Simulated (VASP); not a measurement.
Set up this calculation in VASP 6.6.1, as the native input.

```
Task                   : single point
Functional             : LDA
Potentials or basis    : VASP PAW LDA potentials, release 64 (Ge_d)
Cutoff                 : 520 eV
k mesh                 : 8 × 8 × 8
Occupations            : fermi-dirac, width 0.05 eV
Spin                   : no spin polarisation
Dipole correction      : no
Further INCAR settings : ALGO = Normal; EDIFF = 1e-07; NBANDS = 21
```

The structure of Ge lies in POSCAR:

```
Ge
1.0
    0.0000000000      2.8661367691      2.8661367691
    2.8661367691      0.0000000000      2.8661367691
    2.8661367691      2.8661367691      0.0000000000
Ge
2
Direct
    0.7500000000      0.7500000000      0.7500000000
    0.5000000000      0.5000000000      0.5000000000
```

One way to write it, as run:

INCAR

```
SYSTEM = Ge
PREC = Accurate ; ENCUT = 520
EDIFF = 1E-7 ; ISMEAR = -1
SIGMA = 0.05 ; LREAL = .FALSE.
LASPH = .TRUE. ; NELM = 60
ALGO = Normal ; ISIF = 2
LWAVE = .FALSE. ; LCHARG = .FALSE.
GGA = CA ; NBANDS = 21
```

KPOINTS

```
regular mesh
0
G
  8 8 8
  0 0 0
```

Potentials or basis: VASP PAW LDA potentials, release 64 (Ge_d).

The run is started by

```console
$ cat potpaw_LDA.64/Ge_d/POTCAR > POTCAR
$ mpirun -np 1 vasp_std > vasp.out
```

Results of the run:

```
Pressure               : -3.5 GPa
Band gap on the k mesh : zero (band 14 reaches 4.35 eV, above the bottom of band 15 at 4.30 eV)
```

Wall time 29 s on 1 thread of Intel(R) Xeon(R) Platinum 8488C (Sapphire Rapids) (shared host), peak memory 0.15 GiB.
